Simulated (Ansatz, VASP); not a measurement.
# Rh: VASP beside Ansatz

```xyz
1
Lattice="0.0000 1.9016 1.9016 1.9681 0.0000 1.9016 1.9681 1.9016 0.0000" Properties=species:S:1:pos:R:3 pbc="T T T"
Rh    0.0000    0.0000    0.0000
```

Change from the starting cell: strain +0.0350 x Voigt [1, 0, 0, 0, 0, 0], atoms carried along.

Alike in both runs: task single point; functional PBE; k mesh 22 × 22 × 22; occupations gaussian, width 0.15 eV; no spin polarisation.

|  | VASP | Ansatz |
| --- | --- | --- |
| version | VASP 6.6.1 | Ansatz 0.2.0 |
| potentials or method | VASP PAW PBE potentials, release 64 (Rh_pv), cutoff 520 eV | scalar-relativistic, plane waves, PAW |
| valence electrons in the cell | 15 | 17 |

|  | VASP | Ansatz | Ansatz less VASP |
| --- | --- | --- | --- |
| gap on the k mesh at the Fermi level (eV) | none | none | - |
| pressure (GPa) | -3.0 | -3.0 | +0.01 |
| traceless stress, the component that is largest in VASP (GPa) | -5.19 | -5.21 | -0.015 |

A gap of «none» marks a metal or a gap that the smearing closes. VASP's potentials hold 15 valence electrons a cell and Ansatz's 17, so a difference there can come from the potentials and not from the codes.
